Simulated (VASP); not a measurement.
# HfAl2N3 (P6_3mc) in VASP: a series of runs

HfAl2N3 is run at these levels: PBE; tasks: relaxation of cell and atoms, single point.

All numbers are computed with VASP 6.6.1; they aren't measurements. Logs are shortened: lines on timing, memory, paths and dates and some standing lists are left out, and cuts for length are marked.

## Step 1: The cell of the first run

The structure is hexagonal, space group P6_3mc (No. 186). Conventional cell: a = 3.398 Å, b = 3.398 Å, c = 16.347 Å, α = 90.00°, β = 90.00°, γ = 120.00°. Within 2.7 Å of Hf (site symmetry 3m) lie 4 N at 2.07 to 2.08 Å. Within 2.7 Å of Al (site symmetry 3m) lie 4 N at 2.07 to 2.08 Å. Within 2.7 Å of Al (site symmetry 3m) lie 4 N at 2.07 to 2.08 Å. N (site symmetry 3m) has 4 Al at 2.07 to 2.08 Å within 2.7 Å. N (site symmetry 3m) has 3 Al at 2.07 Å and 1 Hf at 2.08 Å within 2.7 Å. N (site symmetry 3m) has 3 Hf at 2.07 Å and 1 Al at 2.08 Å within 2.7 Å.

## Step 2: Relaxation of cell and atoms, PBE

Input file INCAR:

```
PREC     = Accurate       # precision mode
ENCUT    = 600            # plane-wave cutoff, eV
EDIFF    = 1E-7           # SCF threshold, eV
ISMEAR   = 0              # smearing method
SIGMA    = 0.1            # smearing width, eV
LREAL    = False          # projectors in reciprocal space
LASPH    = True           # aspherical terms in the spheres
NELM     = 80             # most SCF steps
ALGO     = Normal         # electronic algorithm
ISIF     = 3              # what is computed and relaxed
LWAVE    = False          # write WAVECAR
LCHARG   = False          # write CHGCAR
GGA      = PE             # functional
IBRION   = 2              # ionic algorithm
NSW      = 90             # ionic steps
EDIFFG   = -0.04          # ionic threshold
```

Input file KPOINTS:

```
Automatic mesh
0
Gamma
  6 6 1
```

Input file POSCAR:

```
HfAl2N3
1.0
    3.3980310500      0.0000000000      0.0000000000
   -1.6990155300      2.9427812100      0.0000000000
    0.0000000000      0.0000000000     16.3470875900
Hf Al N
2 4 6
Direct
    0.6666666700      0.3333333300      0.4997623400
    0.3333333300      0.6666666700      0.9997623400
    0.6666666700      0.3333333300      0.1664290000
    0.6666666700      0.3333333300      0.8330956700
    0.3333333300      0.6666666700      0.3330956700
    0.3333333300      0.6666666700      0.6664290000
    0.6666666700      0.3333333300      0.2935710000
    0.6666666700      0.3333333300      0.6269043300
    0.6666666700      0.3333333300      0.9602376600
    0.3333333300      0.6666666700      0.1269043300
    0.3333333300      0.6666666700      0.4602376600
    0.3333333300      0.6666666700      0.7935710000
```

Potentials or basis: VASP PAW PBE potentials, release 64 (Hf_pv, Al, N).

On the command line:

```bash
> cat potpaw_PBE.64/Hf_pv/POTCAR potpaw_PBE.64/Al/POTCAR potpaw_PBE.64/N/POTCAR > POTCAR
> mpirun -np 1 vasp_std > vasp.out
```

OUTCAR:

```text
PREC = Accurate
   ENCUT = 600
   EDIFF = 1E-7
   ISMEAR = 0
   LREAL = False
   LASPH = True
   NELM = 80
   ISIF = 3
   GGA = PE
   IBRION = 2
   NSW = 90
   EDIFFG = -0.04

 ion  position               nearest neighbor table
   1  0.667  0.333  0.500-  11 2.07  11 2.07  11 2.07   8 2.08   6 3.36   6 3.36   6 3.36   5 3.36
                             5 3.36   5 3.36
   2  0.333  0.667  1.000-   9 2.07   9 2.07   9 2.07  10 2.08   3 3.36   3 3.36   3 3.36   4 3.36
                             4 3.36   4 3.36
   3  0.667  0.333  0.166-  10 2.07  10 2.07  10 2.07   7 2.08   2 3.36   2 3.36   2 3.36   5 3.36
                             5 3.36   5 3.36
   4  0.667  0.333  0.833-  12 2.07  12 2.07  12 2.07   9 2.08   2 3.36   6 3.36   6 3.36   2 3.36
                             6 3.36   2 3.36
   5  0.333  0.667  0.333-   7 2.07   7 2.07   7 2.07  11 2.08   3 3.36   1 3.36   1 3.36   3 3.36
                             3 3.36   1 3.36
   6  0.333  0.667  0.666-   8 2.07   8 2.07   8 2.07  12 2.08   1 3.36   1 3.36   1 3.36   4 3.36
                             4 3.36   4 3.36
   7  0.667  0.333  0.294-   5 2.07   5 2.07   5 2.07   3 2.08
   8  0.667  0.333  0.627-   6 2.07   6 2.07   6 2.07   1 2.08
   9  0.667  0.333  0.960-   2 2.07   2 2.07   2 2.07   4 2.08
  10  0.333  0.667  0.127-   3 2.07   3 2.07   3 2.07   2 2.08
  11  0.333  0.667  0.460-   1 2.07   1 2.07   1 2.07   5 2.08
  12  0.333  0.667  0.794-   4 2.07   4 2.07   4 2.07   6 2.08

  LATTYP: Found a hexagonal cell.
 ALAT       =     3.3980310500
 C/A-ratio  =     4.8107528594

  Lattice vectors:

 A1 = (   3.3980310500,   0.0000000000,   0.0000000000)
 A2 = (  -1.6990155300,   2.9427812100,   0.0000000000)
 A3 = (   0.0000000000,   0.0000000000,  16.3470875900)

Analysis of symmetry for initial positions (statically):
=====================================================================
 Subroutine PRICEL returns:
 Original cell was already a primitive cell.

 Routine SETGRP: Setting up the symmetry group for a
 hexagonal supercell.

 Subroutine GETGRP returns: Found 12 space group operations
 (whereof  6 operations were pure point group operations)
 out of a pool of 24 trial point group operations.

The static configuration has the point symmetry C_3v.
 The point group associated with its full space group is C_6v.

Analysis of symmetry for dynamics (positions and initial velocities):
=====================================================================
 Subroutine PRICEL returns:
 Original cell was already a primitive cell.

 Routine SETGRP: Setting up the symmetry group for a
 hexagonal supercell.

 Subroutine GETGRP returns: Found 12 space group operations
 (whereof  6 operations were pure point group operations)
 out of a pool of 24 trial point group operations.

The dynamic configuration has the point symmetry C_3v.
 The point group associated with its full space group is C_6v.

 Subroutine INISYM returns: Found 12 space group operations
 (whereof  6 operations are pure point group operations),
 and found     1 'primitive' translations

----------------------------------------------------------------------------------------

                                     Primitive cell

  volume of cell :     163.4653

  direct lattice vectors                    reciprocal lattice vectors
     3.398031050  0.000000000  0.000000000     0.294288070  0.169907297  0.000000000
    -1.699015530  2.942781210  0.000000000     0.000000000  0.339814593  0.000000000
     0.000000000  0.000000000 16.347087590     0.000000000  0.000000000  0.061172976

  length of vectors
     3.398031050  3.398031051 16.347087590     0.339814593  0.339814593  0.061172976

  position of ions in fractional coordinates (direct lattice)
     0.666666670  0.333333330  0.499762340
     0.333333330  0.666666670  0.999762340
     0.666666670  0.333333330  0.166429000
     0.666666670  0.333333330  0.833095670
     0.333333330  0.666666670  0.333095670
     0.333333330  0.666666670  0.666429000
     0.666666670  0.333333330  0.293571000
     0.666666670  0.333333330  0.626904330
     0.666666670  0.333333330  0.960237660
     0.333333330  0.666666670  0.126904330
     0.333333330  0.666666670  0.460237660
     0.333333330  0.666666670  0.793571000

  ion indices of the primitive-cell ions
   primitive index   ion index
                 1           1
                 2           2
                 3           3
                 4           4
                 5           5
                 6           6
                 7           7
                 8           8
                 9           9
                10          10
                11          11
                12          12

----------------------------------------------------------------------------------------

 KPOINTS: Automatic mesh

Automatic generation of k-mesh.
 Grid dimensions read from file:
 generate k-points for:    6    6    1

 Generating k-lattice:

  Cartesian coordinates                     Fractional coordinates (reciprocal lattice)
     0.049048012  0.028317883  0.000000000     0.166666667  0.000000000  0.000000000
     0.000000000  0.056635766  0.000000000     0.000000000  0.166666667  0.000000000
     0.000000000  0.000000000  0.061172976     0.000000000  0.000000000  1.000000000

  Length of vectors
     0.056635766  0.056635766  0.061172976

  Shift w.r.t. Gamma in fractional coordinates (k-lattice)
     0.000000000  0.000000000  0.000000000

 Subroutine IBZKPT returns following result:
 ===========================================

 Found      7 irreducible k-points:

 Following reciprocal coordinates:
            Coordinates               Weight
  0.000000  0.000000  0.000000      1.000000
  0.166667  0.000000  0.000000      6.000000
  0.333333  0.000000  0.000000      6.000000
  0.500000  0.000000  0.000000      3.000000
  0.166667  0.166667  0.000000      6.000000
  0.333333  0.166667  0.000000     12.000000
  0.333333  0.333333  0.000000      2.000000
   k-points           NKPTS =      7   k-points in BZ     NKDIM =      7   number of bands    NBANDS=     38
   number of dos      NEDOS =    301   number of ions     NIONS =     12
   total plane-waves  NPLWV = 109760
   dimension x,y,z NGX =    28 NGY =   28 NGZ =  140
   dimension x,y,z NGXF=    56 NGYF=   56 NGZF=  280
   ions per type =               2   4   6
   NGX,Y,Z   is equivalent  to a cutoff of  13.70, 13.70, 14.24 a.u.
   NGXF,Y,Z  is equivalent  to a cutoff of  27.40, 27.40, 28.48 a.u.
 SYSTEM =  unknown system
   PREC   = accura    normal or accurate (medium, high low for compatibility)
   ISTART =      0    job   : 0-new  1-cont  2-samecut
   ICHARG =      2    charge: 1-file 2-atom 10-const
   ISPIN  =      1    spin polarized calculation?
   LNONCOLLINEAR =      F non collinear calculations
   LSORBIT =      F    spin-orbit coupling
   LASPH  =      T    aspherical Exc in radial PAW
   ENCUT  =  600.0 eV  44.10 Ry    6.64 a.u.   6.79  6.79 32.65*2*pi/ulx,y,z
   NELM   =     80;   NELMIN=  2; NELMDL= -5     # of ELM steps
   EDIFF  = 0.1E-06   stopping-criterion for ELM
   LREAL  =      F    real-space projection
   EDIFFG = -.4E-01   stopping-criterion for IOM
   NSW    =     90    number of steps for IOM
   IBRION =      2    ionic relax: 0-MD 1-quasi-New 2-CG
   NFREE  =      1    steps in history (QN), initial steepest desc. (CG)
   ISIF   =      3    stress and relaxation
   ISYM   =      2    0-nonsym 1-usesym 2-fastsym
   POTIM  = 0.5000    time-step for ionic-motion
   TEBEG  =    0.0;   TEEND  =   0.0 temperature during run
   PSTRESS=    0.0 pullay stress
   NELECT =      62.0000    total number of electrons
   NUPDOWN=      -1.0000    fix difference up-down
   EMIN   =  10.00;   EMAX   =-10.00  energy-range for DOS
   EFERMI =   0.00;   METHOD = LEGACY
   ISMEAR =     0;   SIGMA  =   0.10  broadening in eV -4-tet -1-fermi 0-gaus
   EFERMI_NEDOS =   21; number of points for ismear=-14 and -15
   IALGO  =     38    algorithm
   IMIX   =      4    mixing-type and parameters
     AMIX     =   0.40;   BMIX     =  1.00
     AMIX_MAG =   1.60;   BMIX_MAG =  1.00
  volume/ion in A,a.u.               =      13.62        91.93
  Fermi-wavevector in a.u.,A,eV,Ry     =   1.185032  2.239386 19.106680  1.404301
  Thomas-Fermi vector in A             =   2.321234
   LORBIT       =      0    0 simple, 1 ext, 2 COOP (PROOUT), +10 PAW based schemes
   GGA     = PE    functional components
   LHFCALC =     F    Hartree Fock is set to
   AEXX    =    0.0000 exact exchange contribution
   IVDW    =     0    specifies the selected vdW correction
   LEPSILON=     F    determine dielectric tensor
   LRPA    =     F    only Hartree local field effects (RPA)
 conjugate gradient relaxation of ions
 non-spin polarized calculation
 Gauss-broadening in eV      SIGMA  =   0.10
  energy-cutoff  :      600.00
  volume of cell :      163.47
 maximum number of plane-waves:      5498
 NGX is ok and might be reduce to    28
   NGX = 13   NGY = 13   NGZ = 65

--------------------------------------- Ionic step        1  -------------------------------------------

 number of electron      61.9999999 magnetization

 Free energy of the ion-electron system (eV)
  ---------------------------------------------------
  ext. energy  EPLUGINS =         0.00000000
  ---------------------------------------------------
  free energy    TOTEN  =       -97.58298519 eV

  energy without entropy =      -97.54938160  energy(sigma->0) =      -97.56618339

------------------------ aborting loop because EDIFF is reached ----------------------------------------

  FORCE on cell =-STRESS in cart. coord.  units (eV):
  Direction    XX          YY          ZZ          XY          YZ          ZX
  --------------------------------------------------------------------------------------
  -------------------------------------------------------------------------------------
  Total      -12.5689718    -12.5689717    -10.2466805      0.0000000      0.0000000     -0.0000000
  in kB     -123.1926013   -123.1926011   -100.4310652      0.0000002      0.0000000     -0.0000000
  external PRESSURE =    -115.6054225 kB  Pullay stress =       0.0000000 kB
[... 119 lines left out ...]
  FREE ENERGIE OF THE ION-ELECTRON SYSTEM (eV)
  ---------------------------------------------------
  free  energy   TOTEN  =       -98.9174115101 eV

  energy  without entropy=      -98.8881933413  energy(sigma->0) =      -98.90280243

[... ionic steps 4 to 9 ...]

--------------------------------------- Ionic step       10  -------------------------------------------

 number of electron      61.9999999 magnetization

------------------------ aborting loop because EDIFF is reached ----------------------------------------
[... 87 lines left out ...]
--------------------------------------- Ionic step       12  -------------------------------------------

 number of electron      61.9999999 magnetization

 Free energy of the ion-electron system (eV)
  ---------------------------------------------------
  ext. energy  EPLUGINS =         0.00000000
  ---------------------------------------------------
  free energy    TOTEN  =       -99.58247290 eV

  energy without entropy =      -99.54770407  energy(sigma->0) =      -99.56508848

 E-fermi :   7.7083     XC(G=0): -10.9496

 val. band max:        7.7080075308   @ k =   0.3333   0.0000   0.0000
 cond. band min:       7.8176796481   @ k =   0.5000   0.0000   0.0000
 fundamental gap:      0.1096721173
 Fermi energy:         7.7083163547

 k-point     1 :       0.0000    0.0000    0.0000
  band No.  band energies     occupation
      1     -23.7442      2.00000
      2     -23.7442      2.00000
      3     -23.3246      2.00000
      4     -23.3246      2.00000
      5     -23.3246      2.00000
      6     -23.3246      2.00000
[... 315 lines left out ...]
  FREE ENERGIE OF THE ION-ELECTRON SYSTEM (eV)
  ---------------------------------------------------
  free  energy   TOTEN  =       -99.5824728989 eV

  energy  without entropy=      -99.5477040658  energy(sigma->0) =      -99.56508848

 reached required accuracy - stopping structural energy minimisation
```

Run time: 8.6 min. Hardware: 1 thread of AMD EPYC 7R13 (Zen 3), shared host; peak memory 0.34 GiB.

What came out:

- Free energy: -99.5825 eV
- Relaxed volume: 12.15 Å³/atom
- Relaxed cell: a = 3.246 Å, b = 3.246 Å, c = 15.977 Å, α = 90.00°, β = 90.00°, γ = 120.00°
- Space group after relaxing (to 0.1 Å): P6_3mc (No. 186)
- Energy gained by relaxing: 166.6 meV/atom
- Ionic steps: 12
- Pressure after relaxing: 0.0 GPa
- Largest force after relaxing: 0.017 eV/Å
- Band gap on the k mesh: zero (bands 31 and 32 overlap by 1.27 eV)

Forces on the atoms (eV/Å):
```
Hf   0.000  0.000  0.000
Hf   0.000  0.000  0.000
Al   0.000  0.000  0.004
Al   0.000  0.000 -0.017
Al   0.000  0.000 -0.017
Al   0.000  0.000  0.004
N    0.000  0.000 -0.004
N    0.000  0.000  0.007
N    0.000  0.000  0.010
N    0.000  0.000  0.007
N    0.000  0.000  0.010
N    0.000  0.000 -0.004
```

The path:
```tsv
step	energy change (eV)	largest force (eV/Å)	pressure (GPa)	volume (Å³)
1	0.0000	2.3081	-11.56	163.47
2	-1.3171	2.0430	9.37	141.29
3	-1.3344	2.1316	6.96	143.07
4	-1.8275	1.5217	2.74	143.56
5	-1.8602	1.1818	3.33	143.46
6	-1.9603	0.3142	-3.04	148.46
7	-1.9896	0.2097	-1.12	146.78
8	-1.9974	0.1482	0.44	145.53
9	-1.9978	0.1281	0.14	145.76
10	-1.9991	0.0459	0.00	145.76
11	-1.9992	0.0518	0.02	145.76
12	-1.9995	0.0168	-0.02	145.79
```

Final structure:
```xyz
12
Lattice="3.2460 0.0000 0.0000 -1.6230 2.8111 0.0000 0.0000 0.0000 15.9772" Properties=species:S:1:pos:R:3 pbc="T T T"
Hf    1.6230    0.9370    8.0057
Hf    0.0000    1.8741    0.0171
Al    1.6230    0.9370    2.7639
Al    1.6230    0.9370   13.1952
Al    0.0000    1.8741    5.2066
Al    0.0000    1.8741   10.7525
N     1.6230    0.9370    4.6974
N     1.6230    0.9370   10.2228
N     1.6230    0.9370   15.1180
N     0.0000    1.8741    2.2342
N     0.0000    1.8741    7.1294
N     0.0000    1.8741   12.6861
```

Levels at points of the mesh, in eV from the Fermi level:
```csv
k point,band 28,band 29,band 30,band 31,band 32,band 33,band 34,band 35
"(0.00, 0.00, 0.00)",-3.54,-3.53,-3.53,-0.35,0.52,1.53,2.27,2.27
"(0.50, 0.00, 0.00)",-4.04,-3.78,-3.74,-0.08,0.11,0.58,0.75,2.46
```

Caveat: the k points lie up to 0.39 Å⁻¹ apart in the final cell, too coarse for converged energies and pressures of a metal; spin-orbit coupling is left out, which moves the levels of the heavy elements.

## Step 3: Single point, PBE

This run uses another cell than the first one, of 12.19 Å³/atom.

Input file INCAR:

```
SYSTEM = HfAl2N3
  ALGO = Normal
  EDIFF = 1E-6
  ENCUT = 520
  GGA = PE
  ISIF = 2
  ISMEAR = 0
  LASPH = .True.
  LCHARG = .True.
  LELF = .True.
  LREAL = .False.
  LVHAR = .True.
  LWAVE = .False.
  NBANDS = 43
  NELM = 80
  PREC = Accurate
  SIGMA = 0.1
```

Input file KPOINTS:

```
k-points
0
Gamma
  12 12 4
  0 0 0
```

Input file POSCAR:

```
HfAl2N3
1.0
    3.2500731355      0.0000000000      0.0000000000
   -1.6250365677      2.8146458995      0.0000000000
    0.0000000000      0.0000000000     15.9872106716
Hf Al N
2 4 6
Direct
    0.6666666667      0.3333333333      0.5007248443
    0.3333333333      0.6666666667      0.0007248443
    0.6666666667      0.3333333333      0.1730175334
    0.6666666667      0.3333333333      0.8255780463
    0.3333333333      0.6666666667      0.3255780463
    0.3333333333      0.6666666667      0.6730175334
    0.6666666667      0.3333333333      0.2941343939
    0.6666666667      0.3333333333      0.6403950021
    0.6666666667      0.3333333333      0.9461501800
    0.3333333333      0.6666666667      0.1403950021
    0.3333333333      0.6666666667      0.4461501800
    0.3333333333      0.6666666667      0.7941343939
```

Potentials or basis: VASP PAW PBE potentials, release 64 (Hf_pv, Al, N).

On the command line:

```bash
> cat potpaw_PBE.64/Hf_pv/POTCAR potpaw_PBE.64/Al/POTCAR potpaw_PBE.64/N/POTCAR > POTCAR
> mpirun -np 1 vasp_std > vasp.out
```

OUTCAR:

```text
SYSTEM = HfAl2N3
   EDIFF = 1E-6
   ENCUT = 520
   GGA = PE
   ISIF = 2
   ISMEAR = 0
   LASPH = .True.
   LREAL = .False.
   NELM = 80
   PREC = Accurate

 ion  position               nearest neighbor table
   1  0.667  0.333  0.501-  11 2.07  11 2.07  11 2.07   8 2.23   6 3.33   6 3.33   6 3.33   5 3.37
                             5 3.37   5 3.37
   2  0.333  0.667  0.001-   9 2.07   9 2.07   9 2.07  10 2.23   3 3.33   3 3.33   3 3.33   4 3.37
                             4 3.37   4 3.37
   3  0.667  0.333  0.173-   7 1.94  10 1.95  10 1.95  10 1.95   5 3.08   5 3.08   5 3.08   2 3.33
                             2 3.33   2 3.33
[... 1344 lines left out ...]
  energy-cutoff  :      520.00
  volume of cell :      146.25
      direct lattice vectors                 reciprocal lattice vectors
     3.250073136  0.000000000  0.000000000     0.307685384  0.177642239  0.000000000
    -1.625036568  2.814645899  0.000000000     0.000000000  0.355284478  0.000000000
     0.000000000  0.000000000 15.987210672     0.000000000  0.000000000  0.062549998

 POSITION                                       TOTAL-FORCE (eV/Angst)
 -----------------------------------------------------------------------------------
      1.62504      0.93822      8.00519        -0.000000      0.000000     -0.027318
     -0.00000      1.87643      0.01159        -0.000000     -0.000000     -0.027318
      1.62504      0.93822      2.76607        -0.000000     -0.000000      0.005311
      1.62504      0.93822     13.19869         0.000000      0.000000      0.019962
     -0.00000      1.87643      5.20508         0.000000     -0.000000      0.019962
     -0.00000      1.87643     10.75967        -0.000000      0.000000      0.005311
      1.62504      0.93822      4.70239        -0.000000     -0.000000     -0.003684
      1.62504      0.93822     10.23813         0.000000      0.000000     -0.046447
      1.62504      0.93822     15.12630        -0.000000      0.000000      0.052177
     -0.00000      1.87643      2.24452        -0.000000      0.000000     -0.046447
     -0.00000      1.87643      7.13270         0.000000      0.000000      0.052177
     -0.00000      1.87643     12.69599        -0.000000      0.000000     -0.003684
 -----------------------------------------------------------------------------------
    total drift:                               -0.000000      0.000000     -0.001569

  FREE ENERGIE OF THE ION-ELECTRON SYSTEM (eV)
  ---------------------------------------------------
  free  energy   TOTEN  =       -99.5180339127 eV

  energy  without entropy=      -99.4897743904  energy(sigma->0) =      -99.50390415
```

Run time: 5.2 min. Hardware: 1 thread of AMD EPYC 7R13 (Zen 3), shared host; peak memory 0.41 GiB.

Results:

```
Free energy            : -99.5180 eV
Pressure               : -0.5 GPa
Largest force          : 0.052 eV/Å
Band gap on the k mesh : zero (bands 31 and 32 overlap by 1.31 eV)
```

Forces on the atoms (eV/Å):
```
Hf   0.000  0.000 -0.027
Hf   0.000  0.000 -0.027
Al   0.000  0.000  0.005
Al   0.000  0.000  0.020
Al   0.000  0.000  0.020
Al   0.000  0.000  0.005
N    0.000  0.000 -0.004
N    0.000  0.000 -0.046
N    0.000  0.000  0.052
N    0.000  0.000 -0.046
N    0.000  0.000  0.052
N    0.000  0.000 -0.004
```

Caveat: spin-orbit coupling is left out, which moves the levels of the heavy elements.

The gap in the log of VASP goes by the Fermi energy; the results here count the filled bands.